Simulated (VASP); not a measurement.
# Na2F in VASP: a series of runs

The runs below take Na2F through single point, relaxation of cell and atoms, with PBE+D3(BJ).

Program: VASP 6.6.1. These are calculated values, not measurements. Logs are shortened: lines on timing, memory, paths and dates and some standing lists are left out, and cuts for length are marked.

**1. The cell of the first run**

It takes space group P-3m1 (No. 164, trigonal). The conventional cell has a = 3.352 Å, b = 3.352 Å, c = 5.839 Å, α = 90.00°, β = 90.00°, γ = 120.00°. Na (site symmetry 3m) has 3 F at 2.37 Å within 3.1 Å. F (site symmetry -3m) has 6 Na at 2.37 Å within 3.1 Å.

**2. Single point, PBE+D3(BJ)**

INCAR reads:

```
SYSTEM = Na2F
PREC = Accurate ; ENCUT = 520
EDIFF = 1E-6 ; ISMEAR = 0
SIGMA = 0.2 ; LREAL = .FALSE.
LASPH = .TRUE. ; NELM = 60
ALGO = Normal ; ISIF = 2
LWAVE = .FALSE. ; LCHARG = .FALSE.
GGA = PE ; IVDW = 12
NBANDS = 30
```

KPOINTS reads:

```
Automatic mesh
0
G
  6 6 2
  0 0 0
```

POSCAR reads:

```
Na2F
1.0
    3.3520685392      0.0000000000      0.0000000000
   -1.6760342696      2.9029765102      0.0000000000
    0.0000000000      0.0000000000     11.6776868285
Na F
4 2
Direct
    0.6666666667      0.3333333333      0.1164190821
    0.6666666667      0.3333333333      0.6164190821
    0.3333333333      0.6666666667      0.3835809179
    0.3333333333      0.6666666667      0.8835809179
    0.0000000000      1.0000000000      0.5000000000
    0.0000000000      0.0000000000      0.0000000000
```

Potentials or basis: VASP PAW PBE potentials, release 64 (Na_pv, F).

The run is started by

```
$ cat potpaw_PBE.64/Na_pv/POTCAR potpaw_PBE.64/F/POTCAR > POTCAR
$ mpirun -np 1 vasp_std > vasp.out
```

OUTCAR:

```text
SYSTEM = Na2F
   PREC = Accurate
   ENCUT = 520
   EDIFF = 1E-6
   ISMEAR = 0
   LREAL = .FALSE.
   LASPH = .TRUE.
   NELM = 60
   ISIF = 2
   GGA = PE
   IVDW = 12
 IVDW          = 12

 ion  position               nearest neighbor table
   1  0.667  0.333  0.116-
   2  0.667  0.333  0.616-
   3  0.333  0.667  0.384-
   4  0.333  0.667  0.884-
   5  0.000  0.000  0.500-
   6  0.000  0.000  0.000-
[... 7 lines left out ...]
 A1 = (   3.3520685392,   0.0000000000,   0.0000000000)
 A2 = (  -1.6760342696,   2.9029765102,   0.0000000000)
 A3 = (   0.0000000000,   0.0000000000,  11.6776868285)

Analysis of symmetry for initial positions (statically):
=====================================================================
 Subroutine PRICEL returns following result:

  LATTYP: Found a hexagonal cell.
 ALAT       =     3.3520685392
 C/A-ratio  =     1.7418627770

  Lattice vectors:

 A1 = (   3.3520685392,   0.0000000000,   0.0000000000)
 A2 = (  -1.6760342696,   2.9029765102,   0.0000000000)
 A3 = (   0.0000000000,   0.0000000000,   5.8388434142)

   2 primitive cells build up your supercell.

 Routine SETGRP: Setting up the symmetry group for a
 hexagonal supercell.

 Subroutine GETGRP returns: Found 12 space group operations
 (whereof 12 operations were pure point group operations)
 out of a pool of 24 trial point group operations.

The static configuration has the point symmetry D_3d.

Analysis of symmetry for dynamics (positions and initial velocities):
=====================================================================
 Subroutine PRICEL returns following result:

  LATTYP: Found a hexagonal cell.
 ALAT       =     3.3520685392
 C/A-ratio  =     1.7418627770

  Lattice vectors:

 A1 = (   3.3520685392,   0.0000000000,   0.0000000000)
 A2 = (  -1.6760342696,   2.9029765102,   0.0000000000)
 A3 = (   0.0000000000,   0.0000000000,   5.8388434142)

   2 primitive cells build up your supercell.

 Routine SETGRP: Setting up the symmetry group for a
 hexagonal supercell.

 Subroutine GETGRP returns: Found 12 space group operations
 (whereof 12 operations were pure point group operations)
 out of a pool of 24 trial point group operations.

The dynamic configuration has the point symmetry D_3d.

 Subroutine INISYM returns: Found 12 space group operations
 (whereof 12 operations are pure point group operations),
 and found     2 'primitive' translations
[... 85 lines left out ...]
   NELM   =     60;   NELMIN=  2; NELMDL= -5     # of ELM steps
   EDIFF  = 0.1E-05   stopping-criterion for ELM
   LREAL  =      F    real-space projection
   EDIFFG = 0.1E-04   stopping-criterion for IOM
   NSW    =      0    number of steps for IOM
   IBRION =     -1    ionic relax: 0-MD 1-quasi-New 2-CG
   NFREE  =      0    steps in history (QN), initial steepest desc. (CG)
   ISIF   =      2    stress and relaxation
   ISYM   =      2    0-nonsym 1-usesym 2-fastsym
   POTIM  = 0.5000    time-step for ionic-motion
   TEBEG  =    0.0;   TEEND  =   0.0 temperature during run
   PSTRESS=    0.0 pullay stress
   NELECT =      42.0000    total number of electrons
   NUPDOWN=      -1.0000    fix difference up-down
   EMIN   =  10.00;   EMAX   =-10.00  energy-range for DOS
   EFERMI =   0.00;   METHOD = LEGACY
   ISMEAR =     0;   SIGMA  =   0.20  broadening in eV -4-tet -1-fermi 0-gaus
   EFERMI_NEDOS =   21; number of points for ismear=-14 and -15
   IALGO  =     38    algorithm
   IMIX   =      4    mixing-type and parameters
     AMIX     =   0.40;   BMIX     =  1.00
     AMIX_MAG =   1.60;   BMIX_MAG =  1.00
  volume/ion in A,a.u.               =      18.94       127.81
  Fermi-wavevector in a.u.,A,eV,Ry     =   1.174862  2.220167 18.780131  1.380301
  Thomas-Fermi vector in A             =   2.311252
   LORBIT       =      0    0 simple, 1 ext, 2 COOP (PROOUT), +10 PAW based schemes
   GGA     = PE    functional components
   LHFCALC =     F    Hartree Fock is set to
   AEXX    =    0.0000 exact exchange contribution
   IVDW    =    12    specifies the selected vdW correction
   LEPSILON=     F    determine dielectric tensor
   LRPA    =     F    only Hartree local field effects (RPA)
 non-spin polarized calculation
 Gauss-broadening in eV      SIGMA  =   0.20
  energy-cutoff  :      520.00
  volume of cell :      113.64
 maximum number of plane-waves:      3080
 NGX is ok and might be reduce to    28

 number of electron      42.0000026 magnetization

 Free energy of the ion-electron system (eV)
  ---------------------------------------------------
  ext. energy  EPLUGINS =         0.00000000
  ---------------------------------------------------
  free energy    TOTEN  =       -19.21350754 eV

  energy without entropy =      -19.19675734  energy(sigma->0) =      -19.20513244

 E-fermi :   1.9259     XC(G=0):  -7.9030

 val. band max:        1.7316699901   @ k =   0.3333   0.0000   0.5000
 cond. band min:       1.9271150972   @ k =   0.3333   0.0000   0.0000
 fundamental gap:      0.1954451071
 Fermi energy:         1.9259066757

 k-point     1 :       0.0000    0.0000    0.0000
  band No.  band energies     occupation
      1     -23.1624      2.00000
      2     -23.1491      2.00000
      3     -22.7602      2.00000
      4     -22.7602      2.00000
      5     -22.7581      2.00000
      6     -22.7581      2.00000
[... 451 lines left out ...]
     29       8.7725      0.00000
     30       8.7725      0.00000

------------------------ aborting loop because EDIFF is reached ----------------------------------------

 Edisp (eV)   -0.99064

 E8    (eV) :    -0.4522

  FORCE on cell =-STRESS in cart. coord.  units (eV):
  Direction    XX          YY          ZZ          XY          YZ          ZX
  --------------------------------------------------------------------------------------
  -------------------------------------------------------------------------------------
  Total      -0.03640    -0.03640    -0.04695    -0.00000     0.00000     0.00000
  in kB      -0.51328    -0.51328    -0.66192    -0.00000     0.00000     0.00000
  external pressure =       -0.56 kB  Pullay stress =        0.00 kB

 VOLUME and BASIS-vectors are now :
 -----------------------------------------------------------------------------
  energy-cutoff  :      520.00
  volume of cell :      113.64
      direct lattice vectors                 reciprocal lattice vectors
     3.352068539  0.000000000  0.000000000     0.298323256  0.172237012  0.000000000
    -1.676034270  2.902976510  0.000000000     0.000000000  0.344474024  0.000000000
     0.000000000  0.000000000 11.677686829     0.000000000  0.000000000  0.085633398

 POSITION                                       TOTAL-FORCE (eV/Angst)
 -----------------------------------------------------------------------------------
      1.67603      0.96766      1.35951        -0.000000     -0.000000      0.005748
      1.67603      0.96766      7.19835         0.000000      0.000000      0.005748
     -0.00000      1.93532      4.47934        -0.000000      0.000000     -0.005748
     -0.00000      1.93532     10.31818        -0.000000      0.000000     -0.005748
      0.00000      0.00000      5.83884         0.000000     -0.000000      0.000000
      0.00000      0.00000      0.00000         0.000000     -0.000000      0.000000
 -----------------------------------------------------------------------------------
    total drift:                                0.000000     -0.000000      0.000000

  FREE ENERGIE OF THE ION-ELECTRON SYSTEM (eV)
  ---------------------------------------------------
  free  energy   TOTEN  =       -20.2041441163 eV

  energy  without entropy=      -20.1873939118  energy(sigma->0) =      -20.19576901
```

It took 31 s on 1 thread of Intel Xeon 6975P-C (Granite Rapids), shared host; peak memory 0.24 GiB.

Results:

```
Free energy                : -20.2041 eV
Pressure                   : -0.1 GPa
Largest force              : 0.006 eV/Å
Band gap on the k mesh     : zero (band 21 reaches 5.20 eV, above the bottom of band 22 at -0.21 eV)
Dispersion energy per atom : -0.165 eV
```

Forces on the atoms (eV/Å):
```
Na   0.000  0.000  0.006
Na   0.000  0.000  0.006
Na   0.000  0.000 -0.006
Na   0.000  0.000 -0.006
F    0.000  0.000  0.000
F    0.000  0.000  0.000
```

Caveat: the k points lie up to 0.36 Å⁻¹ apart; pairwise dispersion overbinds metals, which lowers pressure and volume.

**3. Relaxation of cell and atoms, PBE+D3(BJ)**

This run uses another cell than the first one: it holds 3 atoms, not 6.

INCAR reads:

```
SYSTEM = Na2F
PREC = Accurate
ENCUT = 600
EDIFF = 1E-7
ISMEAR = 0
SIGMA = 0.1
LREAL = .FALSE.
LASPH = .TRUE.
NELM = 60
ALGO = Normal
ISIF = 3
LWAVE = .FALSE.
LCHARG = .FALSE.
GGA = PE
IVDW = 12
IBRION = 2
NSW = 90
EDIFFG = -0.04
```

KPOINTS reads:

```
Automatic mesh
0
G
  6 6 4
  0 0 0
```

POSCAR reads:

```
Na2F
1.0
    3.2429575900      0.0000000000      0.0000000000
   -1.6214787900      2.8084836500      0.0000000000
    0.0000000000      0.0000000000      5.5404508800
Na F
2 1
Direct
    0.3333333300      0.6666666700      0.4152100500
    0.0000000000      0.0000000000      0.0000000000
    0.6666666700      0.3333333300      0.2247477400
```

Potentials or basis: VASP PAW PBE potentials, release 64 (Na_pv, F).

The run is started by

```
$ cat potpaw_PBE.64/Na_pv/POTCAR potpaw_PBE.64/F/POTCAR > POTCAR
$ mpirun -np 1 vasp_std > vasp.out
```

Run time: 51 s. Hardware: 1 thread of Intel Xeon 6975P-C (Granite Rapids), shared host; peak memory 0.19 GiB.

It converged, with:

- Free energy: -10.0946 eV
- Relaxed volume: 18.88 Å³/atom
- Relaxed cell: a = 3.340 Å, b = 3.340 Å, c = 5.862 Å, α = 90.00°, β = 90.00°, γ = 120.00°
- Space group after relaxing (to 0.05 Å): P-3m1 (No. 164)
- Energy gained by relaxing: 98.2 meV/atom
- Ionic steps: 8
- Pressure after relaxing: 0.0 GPa
- Largest force after relaxing: 0.028 eV/Å
- Dispersion energy per atom: -0.166 eV

Forces in eV/Å, atoms in the order of the input:
```
Na   0.000  0.000  0.028
Na   0.000  0.000 -0.002
F    0.000  0.000 -0.026
```

Stress tensor (GPa, compression positive):
```
 0.16  0.00  0.00
 0.00  0.16  0.00
 0.00  0.00 -0.21
```

Step by step:
```
step  energy change (eV)  largest force (eV/Å)  pressure (GPa)  volume (Å³)
   1              0.0000                1.4032            6.91        50.46
   2             -0.2417                0.5799            1.57        55.95
   3             -0.2764                0.1797           -0.75        59.88
   4             -0.2767                0.2102           -0.59        59.54
   5             -0.2766                0.2271           -0.49        59.34
   6             -0.2830                0.1903           -0.40        58.80
   7             -0.2940                0.0717           -0.07        57.19
   8             -0.2947                0.0284            0.04        56.65
```

Final structure:
```
Na F
1.0
     3.34048    0.00000    0.00000
    -1.67024    2.89294    0.00000
     0.00000    0.00000    5.86162
Na F
2 1
Direct
  0.33333 0.66667 0.44518
  0.00000 0.00000 0.98005
  0.66667 0.33333 0.21473
```

Levels at points of the mesh, in eV from the Fermi level:
```csv
k point,band 8,band 9,band 10,band 11,band 12,band 13,band 14
"(0.00, 0.00, 0.00)",-6.30,-5.55,-5.55,-2.46,3.01,3.28,11.52
"(0.50, 0.00, 0.00)",-6.62,-5.96,-5.74,1.87,2.15,5.42,7.09
"(0.00, 0.00, 0.50)",-6.41,-5.55,-5.55,-1.64,0.46,6.90,8.11
"(0.50, 0.00, 0.50)",-6.61,-5.98,-5.74,2.03,2.36,5.15,5.28
```

Caveat: the k points lie up to 0.36 Å⁻¹ apart in the final cell; an odd number of electrons without spin polarisation forces a metal; a magnetic or distorted state may lie lower; pairwise dispersion overbinds metals, which lowers pressure and volume.

**4. Single point, PBE+D3(BJ), collinear spin, ferromagnetic start**

This run uses another cell than the first one: it holds 3 atoms, not 6.

INCAR reads:

```
PREC     = Accurate       # precision mode
ENCUT    = 520            # plane-wave cutoff, eV
EDIFF    = 1E-6           # SCF threshold, eV
ISMEAR   = 0              # smearing method
SIGMA    = 0.1            # smearing width, eV
LREAL    = F              # projectors in reciprocal space
LASPH    = T              # aspherical terms in the spheres
NELM     = 150            # most SCF steps
ALGO     = Normal         # electronic algorithm
ISIF     = 2              # what is computed and relaxed
LWAVE    = F              # write WAVECAR
LCHARG   = F              # write CHGCAR
ISPIN    = 2              # spin polarisation
MAGMOM   = 0 0 1          # initial moments
LORBIT   = 11             # projections on sites
GGA      = PE             # functional
IVDW     = 12             # dispersion correction
NBANDS   = 22             # bands
```

KPOINTS reads:

```
Automatic mesh
0
Gamma
  6 6 4
```

POSCAR is that of step 3.

The run is started by

```
$ cat potpaw_PBE.64/Na_pv/POTCAR potpaw_PBE.64/F/POTCAR > POTCAR
$ mpirun -np 1 vasp_std > vasp.out
```

Run time: 17 s. Hardware: 1 thread of Intel Xeon 6975P-C (Granite Rapids), shared host; peak memory 0.19 GiB.

It converged, with:

| Item | Value |
| --- | --- |
| Free energy | -9.7977 eV |
| Pressure | 7.0 GPa |
| Largest force | 1.405 eV/Å |
| Net moment | 0.00 μB per cell |
| Valence electrons inside the program's atomic spheres | Na 6.09, 6.08; F 6.14 |
| Dispersion energy per atom | -0.186 eV |

Forces in eV/Å, atoms in the order of the input:
```
Na   0.000  0.000  1.405
Na   0.000  0.000 -1.015
F    0.000  0.000 -0.391
```

Stress tensor (GPa, compression positive):
```
6.99 0.00 0.00
0.00 6.99 0.00
0.00 0.00 6.91
```

Levels at points of the mesh, in eV from the Fermi level:
Spin up:
```
           k point  band 9  band 10  band 11  band 12  band 13  band 14
(0.00, 0.00, 0.00)   -6.91    -6.91    -2.66     3.14     3.37    12.33
(0.50, 0.00, 0.00)   -7.14    -7.08     1.89     2.18     5.22     7.33
(0.00, 0.00, 0.50)   -6.91    -6.91    -1.71     0.28     7.22     8.50
(0.50, 0.00, 0.50)   -7.16    -7.08     2.02     2.53     5.21     5.23
```
Spin down:
```csv
k point,band 9,band 10,band 11,band 12,band 13,band 14
"(0.00, 0.00, 0.00)",-6.91,-6.91,-2.66,3.14,3.37,12.33
"(0.50, 0.00, 0.00)",-7.14,-7.08,1.89,2.18,5.21,7.33
"(0.00, 0.00, 0.50)",-6.91,-6.91,-1.71,0.28,7.22,8.50
"(0.50, 0.00, 0.50)",-7.16,-7.08,2.02,2.53,5.21,5.23
```

Caveat: the k points lie up to 0.37 Å⁻¹ apart; pairwise dispersion overbinds metals, which lowers pressure and volume; forces of over 1 eV/Å act on the atoms, so gaps and moduli don't describe the material at rest.

**5. Single point, PBE+D3(BJ), collinear spin, ferromagnetic start**

This run uses another cell than the first one: it holds 3 atoms, not 6.

INCAR reads:

```
  ALGO = Normal
  EDIFF = 1E-7
  ENCUT = 520
  GGA = PE
  ISIF = 2
  ISMEAR = 0
  ISPIN = 2
  IVDW = 12
  LASPH = T
  LCHARG = F
  LORBIT = 11
  LREAL = F
  LWAVE = F
  MAGMOM = 0 0 1
  NBANDS = 22
  NELM = 150
  PREC = Accurate
  SIGMA = 0.1
```

KPOINTS reads:

```
k-points
0
Gamma
  6 6 4
```

POSCAR reads:

```
Na2F
1.0
    3.3491591035      0.0000000000      0.0000000000
   -1.6745795517      2.9004568649      0.0000000000
    0.0000000000      0.0000000000      5.8486753770
Na F
2 1
Direct
    0.6666666667      0.3333333333      0.2323118279
    0.3333333333      0.6666666667      0.7676881721
    0.0000000000      0.0000000000      0.0000000000
```

The run is started by

```
$ cat potpaw_PBE.64/Na_pv/POTCAR potpaw_PBE.64/F/POTCAR > POTCAR
$ mpirun -np 1 vasp_std > vasp.out
```

Wall time 29 s (1 thread of Intel Xeon 6975P-C (Granite Rapids), shared host); peak memory 0.23 GiB.

It converged, with:

| Quantity | Value |
| --- | --- |
| Free energy | -10.0986 eV |
| Pressure | 0.0 GPa |
| Largest force | 0.018 eV/Å |
| Net moment | 0.00 μB per cell |
| Valence electrons inside the program's atomic spheres | Na 6.06; F 6.09 |
| Dispersion energy per atom | -0.165 eV |

Forces on the atoms (eV/Å):
```
Na   0.000  0.000  0.018
Na   0.000  0.000 -0.018
F    0.000  0.000  0.000
```

Stress tensor (GPa, compression positive):
```
 0.02  0.00  0.00
 0.00  0.02  0.00
 0.00  0.00 -0.13
```

Levels at points of the mesh, in eV from the Fermi level:
Spin up:
| k point | band 9 | band 10 | band 11 | band 12 | band 13 | band 14 |
| --- | --- | --- | --- | --- | --- | --- |
| (0.00, 0.00, 0.00) | -5.56 | -5.56 | -2.46 | 3.03 | 3.28 | 11.56 |
| (0.50, 0.00, 0.00) | -5.96 | -5.75 | 1.85 | 2.13 | 5.41 | 7.09 |
| (0.00, 0.00, 0.50) | -5.56 | -5.56 | -1.63 | 0.46 | 6.92 | 8.13 |
| (0.50, 0.00, 0.50) | -5.98 | -5.75 | 2.02 | 2.35 | 5.14 | 5.26 |
Spin down:
```
           k point  band 9  band 10  band 11  band 12  band 13  band 14
(0.00, 0.00, 0.00)   -5.56    -5.56    -2.46     3.03     3.28    11.56
(0.50, 0.00, 0.00)   -5.96    -5.75     1.85     2.13     5.41     7.09
(0.00, 0.00, 0.50)   -5.56    -5.56    -1.63     0.46     6.92     8.13
(0.50, 0.00, 0.50)   -5.98    -5.75     2.02     2.35     5.14     5.26
```

Caveat: the k points lie up to 0.36 Å⁻¹ apart; pairwise dispersion overbinds metals, which lowers pressure and volume.

**6. Overview**

| task | spin | cell | k mesh | cutoff (eV) | smearing | gap on the mesh (eV) | pressure (GPa) | moment (μB) | largest force (eV/Å) |
| --- | --- | --- | --- | --- | --- | --- | --- | --- | --- |
| single point | off | a = 3.352, b = 3.352, c = 11.678 Å, angles 90.0, 90.0, 120.0°, 6 atoms | 6 × 6 × 2 | 520 | gaussian 0.2 eV | none | -0.1 | - | 0.01 |
| relaxation of cell and atoms | off | relaxed from a = 3.243, b = 3.243, c = 5.540 Å, angles 90.0, 90.0, 120.0°, 3 atoms | 6 × 6 × 4 | 600 | gaussian 0.1 eV | none | 0.0 | - | 0.03 |
| single point | collinear, ferromagnetic start | a = 3.243, b = 3.243, c = 5.540 Å, angles 90.0, 90.0, 120.0°, 3 atoms | 6 × 6 × 4 | 520 | gaussian 0.1 eV | none | 7.0 | 0.00 | 1.41 |
| single point | collinear, ferromagnetic start | a = 3.349, b = 3.349, c = 5.849 Å, angles 90.0, 90.0, 120.0°, 3 atoms | 6 × 6 × 4 | 520 | gaussian 0.1 eV | none | 0.0 | 0.00 | 0.02 |

Alike in all rows: level PBE+D3(BJ); potentials or basis VASP PAW PBE potentials, release 64 (Na_pv, F).

Caveats: all runs use coarse meshes; pairwise dispersion overbinds metals, which lowers pressure and volume; an odd number of electrons without spin polarisation forces a metal (some runs); a magnetic or distorted state may lie lower (some runs); forces of over 1 eV/Å act on the atoms, so gaps and moduli don't describe the material at rest (some runs).

Total energies depend on the potentials used, so only differences within one code and one set of settings carry meaning.
